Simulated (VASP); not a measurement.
Here is a VASP 6.6.1 calculation.

File INCAR:

```
SYSTEM = Rb2AlH4
PREC     = Accurate       ! precision mode
ENCUT    = 600            ! plane-wave cutoff, eV
EDIFF    = 1E-7           ! SCF threshold, eV
ISMEAR   = 0              ! smearing method
SIGMA    = 0.1            ! smearing width, eV
LREAL    = .FALSE.        ! projectors in reciprocal space
LASPH    = .TRUE.         ! aspherical terms in the spheres
NELM     = 80             ! most SCF steps
ALGO     = Normal         ! electronic algorithm
ISIF     = 3              ! what is computed and relaxed
LWAVE    = .FALSE.        ! write WAVECAR
LCHARG   = .FALSE.        ! write CHGCAR
GGA      = PE             ! functional
IBRION   = 2              ! ionic algorithm
NSW      = 90             ! ionic steps
EDIFFG   = -0.04          ! ionic threshold
```

The input KPOINTS:

```
regular mesh
0
G
  6 6 4
  0 0 0
```

File POSCAR:

```
Rb2AlH4
1.0
    5.3921163300      0.0000000000      0.0000000000
   -2.6960581700      4.6697097200      0.0000000000
    0.0000000000      0.0000000000      4.8819085700
Rb Al H
2 1 4
Direct
    0.3333333300      0.6666666700      0.5000000000
    0.6666666700      0.3333333300      0.5000000000
    0.0000000000      0.0000000000      0.0000000000
    0.3333333300      0.6666666700      0.1388328100
    0.6666666700      0.3333333300      0.1388328100
    0.6666666700      0.3333333300      0.8611671900
    0.3333333300      0.6666666700      0.8611671900
```

Potentials or basis: VASP PAW PBE potentials, release 64 (Rb_sv, Al, H).

Command:

```bash
$ cat potpaw_PBE.64/Rb_sv/POTCAR potpaw_PBE.64/Al/POTCAR potpaw_PBE.64/H/POTCAR > POTCAR
$ mpirun -np 1 vasp_std > vasp.out
```

Predict the band gap on the k mesh.

zero (an odd number of electrons rules out a gap without spin polarisation).

Estimate the relaxed cell.

a = 6.658 Å, b = 6.658 Å, c = 6.108 Å, α = 90.00°, β = 90.00°, γ = 120.00°.

Forces in eV/Å, atoms in the order of the input:
```
Rb   0.000  0.000  0.000
Rb   0.000  0.000  0.000
Al   0.000  0.000  0.000
H    0.000  0.000  0.029
H    0.000  0.000  0.029
H    0.000  0.000 -0.029
H    0.000  0.000 -0.029
```
